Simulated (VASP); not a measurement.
Wanted: the native input for a VASP 6.6.1 run.

```
Task                               : single point
Functional                         : PBE-based screened hybrid
Potentials or basis                : VASP PAW PBE potentials, release 64 (Pb_d, Te)
Cutoff                             : 520 eV
k mesh                             : 4 × 4 × 4
Occupations                        : fermi-dirac, width 0.05 eV
Spin                               : no spin polarisation
Dipole correction                  : no
Grid for exact exchange (PRECFOCK) : Normal
Share of exact exchange            : 0.25
Further INCAR settings             : ALGO = Normal; EDIFF = 1e-06; NBANDS = 17
Screening parameter                : 0.3 1/Å
```

The system is TePb.

```xyz
2
Lattice="4.0023 0.0000 0.0000 0.0000 4.0023 0.0000 0.0000 0.0000 4.0023" Properties=species:S:1:pos:R:3 pbc="T T T"
Pb    0.0000    0.0000    0.0000
Te    2.0011    2.0011    2.0011
```

One way to write it, as run:

POSCAR

```
TePb
1.0
    4.0022870000      0.0000000000      0.0000000000
    0.0000000000      4.0022870000      0.0000000000
    0.0000000000      0.0000000000      4.0022870000
Pb Te
1 1
Direct
    0.0000000000      0.0000000000      0.0000000000
    0.5000000000      0.5000000000      0.5000000000
```

INCAR.step1

```
SYSTEM = TePb
  ALGO = Normal
  EDIFF = 1E-5
  ENCUT = 520
  GGA = PE
  ISIF = 2
  ISMEAR = -1
  LASPH = .TRUE.
  LCHARG = .FALSE.
  LREAL = .FALSE.
  LWAVE = .TRUE.
  NBANDS = 17
  NELM = 60
  PREC = Accurate
  SIGMA = 0.05
```

INCAR.step2

```
SYSTEM = TePb
  AEXX = 0.25
  ALGO = Normal
  EDIFF = 1E-6
  ENCUT = 520
  GGA = PE
  HFSCREEN = 0.3
  ISIF = 2
  ISMEAR = -1
  ISTART = 1
  LASPH = .TRUE.
  LCHARG = .FALSE.
  LHFCALC = .TRUE.
  LREAL = .FALSE.
  LWAVE = .FALSE.
  NBANDS = 17
  NELM = 60
  PREC = Accurate
  PRECFOCK = Normal
  SIGMA = 0.05
```

KPOINTS

```
k-points
0
G
  4 4 4
  0 0 0
```

Potentials or basis: VASP PAW PBE potentials, release 64 (Pb_d, Te).

Run with:

```console
$ cat potpaw_PBE.64/Pb_d/POTCAR potpaw_PBE.64/Te/POTCAR > POTCAR
$ cp INCAR.step1 INCAR
$ mpirun -np 1 vasp_std > vasp.out
$ cp INCAR.step2 INCAR
$ mpirun -np 1 vasp_std > vasp.out
```

Results of the run:

* Pressure: -0.4 GPa
* Band gap on the k mesh: zero (band 10 reaches 6.47 eV, above the bottom of band 11 at 5.23 eV)

Caveat: the k points lie up to 0.39 Å⁻¹ apart; the PAW data sets were made with another functional, which shifts forces and pressure a little; spin-orbit coupling is left out, which moves the levels of the heavy elements.

Wall time 11 min on 1 thread of Intel Xeon 6975P-C, on a shared host, peak memory 0.29 GiB.
